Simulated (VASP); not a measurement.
A run of VASP 6.6.1 is set up as follows.

INCAR

```
PREC = Accurate
ENCUT = 600
EDIFF = 1E-7
ISMEAR = 0
SIGMA = 0.1
LREAL = False
LASPH = True
NELM = 100
ALGO = Normal
ISIF = 3
LWAVE = False
LCHARG = False
GGA = PE
IBRION = 2
NSW = 90
EDIFFG = -0.04
```

The input KPOINTS:

```
Automatic mesh
0
Gamma
  6 6 6
```

POSCAR

```
NaBe
1.0
    2.8270964935      0.0000000000      0.0000000000
    0.0000000000      2.8270964935      0.0000000000
    0.0000000000      0.0000000000      3.7055157611
Na Be
1 1
Direct
    0.5000000000      0.5000000000      0.5000000000
    0.0000000000      0.0000000000      0.0000000000
```

Potentials or basis: VASP PAW PBE potentials, release 64 (Na_pv, Be).

Run with:

```bash
$ cat potpaw_PBE.64/Na_pv/POTCAR potpaw_PBE.64/Be/POTCAR > POTCAR
$ mpirun -np 1 vasp_std > vasp.out
```

Task: What does it give for the relaxed volume?

Result: 18.09 Å³/atom.

Task: Predict the space group after relaxing (to 0.1 Å).

Result: P4/mmm (No. 123).

Final structure:
```
Na Be
1.0
     2.75958    0.00000    0.00000
     0.00000    2.75958    0.00000
     0.00000    0.00000    4.75071
Na Be
1 1
Direct
  0.50000 0.50000 0.50000
  0.00000 0.00000 0.00000
```

Caveat: the k points lie up to 0.38 Å⁻¹ apart in the final cell, too coarse for converged energies and pressures of a metal; the volume moved by over 15 % at a fixed basis, so the end points are rough.
